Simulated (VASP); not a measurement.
# MgS (Cmc2_1) in VASP: further runs

MgS is run at these levels: PBE, r2SCAN; tasks: single point.

Program: VASP 6.6.1. These are calculated values, not measurements. Logs are shortened: lines on timing, memory, paths and dates and some standing lists are left out, and cuts for length are marked.

## Step 1: The cell of the first run

Symmetry: Cmc2_1, No. 36, orthorhombic system. Conventional cell: a = 4.230 Å, b = 6.978 Å, c = 6.454 Å, α = 90.00°, β = 90.00°, γ = 90.00°. Within 3.3 Å of Mg (site symmetry m) lie 4 S at 2.48 to 2.50 Å. S (site symmetry m) has 4 Mg at 2.48 to 2.50 Å within 3.3 Å.

## Step 2: Single point, PBE (uniaxial x strain +5.0%)

Contents of INCAR:

```
SYSTEM = MgS
  PREC = Accurate
  ENCUT = 520
  EDIFF = 1E-7
  ISMEAR = -1
  SIGMA = 0.02
  LREAL = .False.
  LASPH = .True.
  NELM = 60
  ALGO = Normal
  ISIF = 2
  LWAVE = .False.
  LCHARG = .True.
  GGA = PE
  LELF = .True.
  LVHAR = .True.
  NBANDS = 16
```

Contents of KPOINTS:

```
Automatic mesh
0
Gamma
  12 12 4
  0 0 0
```

Contents of POSCAR:

```
MgS
1.0
    4.2300569162      0.0000000000      0.0000000000
   -2.1150284581      3.4888921417      0.0000000000
    0.0000000000      0.0000000000      6.4543927861
Mg S
2 2
Direct
    0.3328960439      0.6657920877     -0.0052359869
    0.6671039561      0.3342079123      0.4947640131
    0.3272399667      0.6544799333      0.3802359869
    0.6727600333      0.3455200667      0.8802359869
```

Potentials or basis: VASP PAW PBE potentials, release 64 (Mg, S).

On the command line:

```console
$ cat potpaw_PBE.64/Mg/POTCAR potpaw_PBE.64/S/POTCAR > POTCAR
$ mpirun -np 1 vasp_std > vasp.out
```

OUTCAR:

```text
SYSTEM = MgS
   PREC = Accurate
   ENCUT = 520
   EDIFF = 1E-7
   ISMEAR = -1
   LREAL = .False.
   LASPH = .True.
   NELM = 60
   ISIF = 2
   GGA = PE

 ion  position               nearest neighbor table
   1  0.333  0.666  0.995-   4 2.48   3 2.49   4 2.50   4 2.50
   2  0.667  0.334  0.495-   3 2.48   4 2.49   3 2.50   3 2.50
   3  0.327  0.654  0.380-   2 2.48   1 2.49   2 2.50   2 2.50
   4  0.673  0.346  0.880-   1 2.48   2 2.49   1 2.50   1 2.50

  Warning from LATTYP: Monoclinic adjustment (A1->A3, A2->A1, A3->A2)!
  LATTYP: Found a base centered orthorhombic cell.
 ALAT       =     4.2300569162
 B/A-ratio  =     1.6495721976
 C/A-ratio  =     1.5258406480

  Lattice vectors:

 A1 = (   2.1150284581,  -3.4888921417,   0.0000000000)
 A2 = (   2.1150284581,   3.4888921417,   0.0000000000)
 A3 = (   0.0000000000,   0.0000000000,   6.4543927861)

Analysis of symmetry for initial positions (statically):
=====================================================================
 Subroutine PRICEL returns:
 Original cell was already a primitive cell.

 Routine SETGRP: Setting up the symmetry group for a
 base centered orthorhombic supercell.

 Subroutine GETGRP returns: Found  4 space group operations
 (whereof  2 operations were pure point group operations)
 out of a pool of  8 trial point group operations.

The static configuration has the point symmetry C_1h.
 The point group associated with its full space group is C_2v.

Analysis of symmetry for dynamics (positions and initial velocities):
=====================================================================
 Subroutine PRICEL returns:
 Original cell was already a primitive cell.

 Routine SETGRP: Setting up the symmetry group for a
 base centered orthorhombic supercell.

 Subroutine GETGRP returns: Found  4 space group operations
 (whereof  2 operations were pure point group operations)
 out of a pool of  8 trial point group operations.

The dynamic configuration has the point symmetry C_1h.
 The point group associated with its full space group is C_2v.

 Subroutine INISYM returns: Found  4 space group operations
 (whereof  2 operations are pure point group operations),
 and found     1 'primitive' translations

----------------------------------------------------------------------------------------

                                     Primitive cell

  volume of cell :      95.2553

  direct lattice vectors                    reciprocal lattice vectors
     4.230056916  0.000000000  0.000000000     0.236403438  0.143311968  0.000000000
[... 89 lines left out ...]
   NELM   =     60;   NELMIN=  2; NELMDL= -5     # of ELM steps
   EDIFF  = 0.1E-06   stopping-criterion for ELM
   LREAL  =      F    real-space projection
   EDIFFG = 0.1E-05   stopping-criterion for IOM
   NSW    =      0    number of steps for IOM
   IBRION =     -1    ionic relax: 0-MD 1-quasi-New 2-CG
   NFREE  =      0    steps in history (QN), initial steepest desc. (CG)
   ISIF   =      2    stress and relaxation
   ISYM   =      2    0-nonsym 1-usesym 2-fastsym
   POTIM  = 0.5000    time-step for ionic-motion
   TEBEG  =    0.0;   TEEND  =   0.0 temperature during run
   PSTRESS=    0.0 pullay stress
   NELECT =      16.0000    total number of electrons
   NUPDOWN=      -1.0000    fix difference up-down
   EMIN   =  10.00;   EMAX   =-10.00  energy-range for DOS
   EFERMI =   0.00;   METHOD = LEGACY
   ISMEAR =    -1;   SIGMA  =   0.02  broadening in eV -4-tet -1-fermi 0-gaus
   EFERMI_NEDOS =   21; number of points for ismear=-14 and -15
   IALGO  =     38    algorithm
   IMIX   =      4    mixing-type and parameters
     AMIX     =   0.40;   BMIX     =  1.00
     AMIX_MAG =   1.60;   BMIX_MAG =  1.00
  volume/ion in A,a.u.               =      23.81       160.70
  Fermi-wavevector in a.u.,A,eV,Ry     =   0.903272  1.706936 11.100992  0.815900
  Thomas-Fermi vector in A             =   2.026577
   LORBIT       =      0    0 simple, 1 ext, 2 COOP (PROOUT), +10 PAW based schemes
   GGA     = PE    functional components
[... 5 lines left out ...]
 non-spin polarized calculation
  energy-cutoff  :      520.00
  volume of cell :       95.26
 maximum number of plane-waves:      2584
   NGX = 15   NGY = 15   NGZ = 25

 number of electron      16.0000000 magnetization

 Free energy of the ion-electron system (eV)
  ---------------------------------------------------
  ext. energy  EPLUGINS =         0.00000000
  ---------------------------------------------------
  free energy    TOTEN  =       -16.94462225 eV

  energy without entropy =      -16.94462225  energy(sigma->0) =      -16.94462225

 E-fermi :   1.3663     XC(G=0):  -8.1973

 val. band max:        0.9424141513   @ k =   0.0000   0.0000   0.0000
 cond. band min:       4.0753409205   @ k =   0.0000   0.0000   0.0000
 fundamental gap:      3.1329267692
 Fermi energy:         1.3663303304

 k-point     1 :       0.0000    0.0000    0.0000
  band No.  band energies     occupation
      1     -10.3486      2.00000
      2      -9.6641      2.00000
      3      -2.1309      2.00000
      4       0.1805      2.00000
      5       0.4182      2.00000
      6       0.6567      2.00000
[... 433 lines left out ...]
      3      -1.8055      2.00000
      4      -1.3575      2.00000
      5      -0.8051      2.00000
      6      -0.6291      2.00000
[... 8 lines left out ...]
     15       9.8709      0.00000
     16      11.2363      0.00000

 [... further k-points ...]

------------------------ aborting loop because EDIFF is reached ----------------------------------------

  FORCE on cell =-STRESS in cart. coord.  units (eV):
  Direction    XX          YY          ZZ          XY          YZ          ZX
  --------------------------------------------------------------------------------------
  -------------------------------------------------------------------------------------
  Total       -1.8749440     -0.7808561     -0.6271531      0.0000000      0.0000000      0.0000000
  in kB      -31.5362275    -13.1338620    -10.5486039      0.0000000      0.0000000      0.0000000
  external PRESSURE =     -18.4062311 kB  Pullay stress =       0.0000000 kB

 VOLUME and BASIS-vectors are now :
 -----------------------------------------------------------------------------
  energy-cutoff  :      520.00
  volume of cell :       95.26
      direct lattice vectors                 reciprocal lattice vectors
     4.230056916  0.000000000  0.000000000     0.236403438  0.143311968  0.000000000
    -2.115028458  3.488892142  0.000000000     0.000000000  0.286623937  0.000000000
     0.000000000  0.000000000  6.454392786     0.000000000  0.000000000  0.154933242

 POSITION                                       TOTAL-FORCE (eV/Angst)
 -----------------------------------------------------------------------------------
      0.00000      2.32288      6.42060        -0.000000     -0.000969     -0.007184
      2.11503      1.16602      3.19340         0.000000      0.000969     -0.007184
      0.00000      2.28341      2.45419        -0.000000     -0.005316      0.007184
      2.11503      1.20548      5.68139         0.000000      0.005316      0.007184
 -----------------------------------------------------------------------------------
    total drift:                               -0.000000     -0.000000     -0.000048

  FREE ENERGIE OF THE ION-ELECTRON SYSTEM (eV)
  ---------------------------------------------------
  free  energy   TOTEN  =       -16.9446222536 eV

  energy  without entropy=      -16.9446222536  energy(sigma->0) =      -16.94462225
```

OSZICAR:

```text
N       E                     dE             d eps       ncg     rms          rms(c)
DAV:   1     0.618884124307E+02    0.61888E+02   -0.58495E+03  4128   0.799E+02
DAV:   2    -0.118565335794E+02   -0.73745E+02   -0.66950E+02  6000   0.135E+02
DAV:   3    -0.179135037467E+02   -0.60570E+01   -0.60319E+01  5584   0.419E+01
DAV:   4    -0.179874192405E+02   -0.73915E-01   -0.73904E-01  5144   0.571E+00
DAV:   5    -0.179887909733E+02   -0.13717E-02   -0.13717E-02  5520   0.795E-01    0.558E+00
DAV:   6    -0.169917544017E+02    0.99704E+00   -0.15537E+00  4416   0.571E+00    0.426E+00
DAV:   7    -0.169277460426E+02    0.64008E-01   -0.36646E-01  5200   0.280E+00    0.319E+00
DAV:   8    -0.169467331326E+02   -0.18987E-01   -0.42919E-02  4568   0.142E+00    0.213E+00
DAV:   9    -0.169440630114E+02    0.26701E-02   -0.44675E-03  4920   0.459E-01    0.549E-01
DAV:  10    -0.169444948751E+02   -0.43186E-03   -0.17926E-03  5464   0.192E-01    0.667E-02
DAV:  11    -0.169446099403E+02   -0.11507E-03   -0.15920E-04  4656   0.705E-02    0.588E-02
DAV:  12    -0.169446209396E+02   -0.10999E-04   -0.17930E-05  5168   0.224E-02    0.164E-02
DAV:  13    -0.169446223711E+02   -0.14314E-05   -0.40270E-06  4664   0.104E-02    0.836E-03
DAV:  14    -0.169446222196E+02    0.15148E-06   -0.23805E-07  5784   0.253E-03    0.150E-03
DAV:  15    -0.169446222536E+02   -0.33991E-07   -0.10138E-07  4208   0.177E-03
   1 F= -.16944622E+02 E0= -.16944622E+02  d E =-.253150E-11
```

stdout:

```text
POSCAR found type information on POSCAR MgS
 POSCAR found :  2 types and       4 ions
 scaLAPACK will be used
 LDA part: xc-table for (Slater+PW92), standard interpolation
 POSCAR, INCAR and KPOINTS ok, starting setup
 FFT: planning ... GRIDC
 FFT: planning ... GRID_SOFT
 FFT: planning ... GRID
 WAVECAR not read
 entering main loop
```

It took 2 min on 1 thread of Intel Xeon Platinum 8488C (Sapphire Rapids), shared host; peak memory 0.32 GiB.

Results:

| Quantity | Value |
| --- | --- |
| Free energy | -16.9446 eV |
| Pressure | -1.8 GPa |
| Largest force | 0.009 eV/Å |
| Band gap on the k mesh | 3.13 eV, direct |

Forces in eV/Å, atoms in the order of the input:
```
Mg   0.000 -0.001 -0.007
Mg   0.000  0.001 -0.007
S    0.000 -0.005  0.007
S    0.000  0.005  0.007
```

Caveat: the cell differs from its parent crystal (uniaxial x strain +5.0%).

## Step 3: Single point, r2SCAN (uniaxial x strain +5.0%)

POSCAR is that of step 2.

Contents of INCAR.step1:

```
PREC = Accurate
ENCUT = 520
ISMEAR = 0
SIGMA = 0.01
LREAL = F
LASPH = T
NELM = 100
NBANDS = 16
GGA = PE
ALGO = Normal
EDIFF = 1E-4
LWAVE = T
LCHARG = F
```

Contents of INCAR.step2:

```
PREC = Accurate
ENCUT = 520
EDIFF = 1E-6
ISMEAR = 0
SIGMA = 0.01
LREAL = F
LASPH = T
NELM = 100
ALGO = Normal
ISIF = 2
LWAVE = F
LCHARG = F
METAGGA = R2SCAN
LMIXTAU = T
NBANDS = 16
ISTART = 1
```

Contents of KPOINTS:

```
Automatic mesh
0
Gamma
  12 12 4
```

Potentials or basis: VASP PAW PBE potentials, release 64 (Mg, S).

On the command line:

```console
$ cat potpaw_PBE.64/Mg/POTCAR potpaw_PBE.64/S/POTCAR > POTCAR
$ cp INCAR.step1 INCAR
$ mpirun -np 1 vasp_std > vasp.out
$ cp INCAR.step2 INCAR
$ mpirun -np 1 vasp_std > vasp.out
```

OUTCAR:

```text
PREC = Accurate
   ENCUT = 520
   EDIFF = 1E-6
   ISMEAR = 0
   LREAL = F
   LASPH = T
   NELM = 100
   ISIF = 2
   METAGGA = R2SCAN
   ISTART = 1

 ion  position               nearest neighbor table
   1  0.333  0.666  0.995-   4 2.48   3 2.49   4 2.50   4 2.50
   2  0.667  0.334  0.495-   3 2.48   4 2.49   3 2.50   3 2.50
   3  0.327  0.654  0.380-   2 2.48   1 2.49   2 2.50   2 2.50
   4  0.673  0.346  0.880-   1 2.48   2 2.49   1 2.50   1 2.50

  Warning from LATTYP: Monoclinic adjustment (A1->A3, A2->A1, A3->A2)!
[... 659 lines left out ...]
  Direction    XX          YY          ZZ          XY          YZ          ZX
  --------------------------------------------------------------------------------------
  -------------------------------------------------------------------------------------
  Total       -2.6509648     -1.4818615     -1.2778693      0.0000000      0.0000000      0.0000000
  in kB      -44.5887601    -24.9246487    -21.4935358      0.0000000      0.0000000      0.0000000
  external PRESSURE =     -30.3356482 kB  Pullay stress =       0.0000000 kB

 VOLUME and BASIS-vectors are now :
 -----------------------------------------------------------------------------
  energy-cutoff  :      520.00
  volume of cell :       95.26
      direct lattice vectors                 reciprocal lattice vectors
     4.230056916  0.000000000  0.000000000     0.236403438  0.143311968  0.000000000
    -2.115028458  3.488892142  0.000000000     0.000000000  0.286623937  0.000000000
     0.000000000  0.000000000  6.454392786     0.000000000  0.000000000  0.154933242

 POSITION                                       TOTAL-FORCE (eV/Angst)
 -----------------------------------------------------------------------------------
      0.00000      2.32288      6.42060         0.000000      0.002156      0.002431
      2.11503      1.16602      3.19340        -0.000000     -0.002156      0.002431
      0.00000      2.28341      2.45419         0.000000      0.001461     -0.002431
      2.11503      1.20548      5.68139        -0.000000     -0.001461     -0.002431
 -----------------------------------------------------------------------------------
    total drift:                               -0.000000     -0.000000     -0.001216

  FREE ENERGIE OF THE ION-ELECTRON SYSTEM (eV)
  ---------------------------------------------------
  free  energy   TOTEN  =       -30.8676458760 eV

  energy  without entropy=      -30.8676458760  energy(sigma->0) =      -30.86764588
```

OUTCAR.step1:

```text
PREC = Accurate
   ENCUT = 520
   ISMEAR = 0
   LREAL = F
[... 689 lines left out ...]
      0.00000      2.32288      6.42060         0.000000     -0.000951     -0.006752
      2.11503      1.16602      3.19340         0.000000      0.000951     -0.006752
      0.00000      2.28341      2.45419        -0.000000     -0.004329      0.006752
      2.11503      1.20548      5.68139         0.000000      0.004329      0.006752
 -----------------------------------------------------------------------------------
    total drift:                               -0.000000     -0.000000     -0.001868

  FREE ENERGIE OF THE ION-ELECTRON SYSTEM (eV)
  ---------------------------------------------------
  free  energy   TOTEN  =       -16.9446206475 eV

  energy  without entropy=      -16.9446206475  energy(sigma->0) =      -16.94462065
```

Run time: 7.2 min. Hardware: 1 thread of Intel Xeon Platinum 8488C (Sapphire Rapids), shared host; peak memory 0.34 GiB.

What came out:

* Free energy: -30.8676 eV
* Pressure: -3.0 GPa
* Largest force: 0.003 eV/Å
* Band gap on the k mesh: 3.78 eV, direct

Forces in eV/Å, atoms in the order of the input:
```
Mg   0.000  0.002  0.002
Mg   0.000 -0.002  0.002
S    0.000  0.001 -0.002
S    0.000 -0.001 -0.002
```

Caveat: the cell differs from its parent crystal (uniaxial x strain +5.0%); the PAW data sets were made with another functional, which shifts forces and pressure a little. A k mesh can miss the band edges.
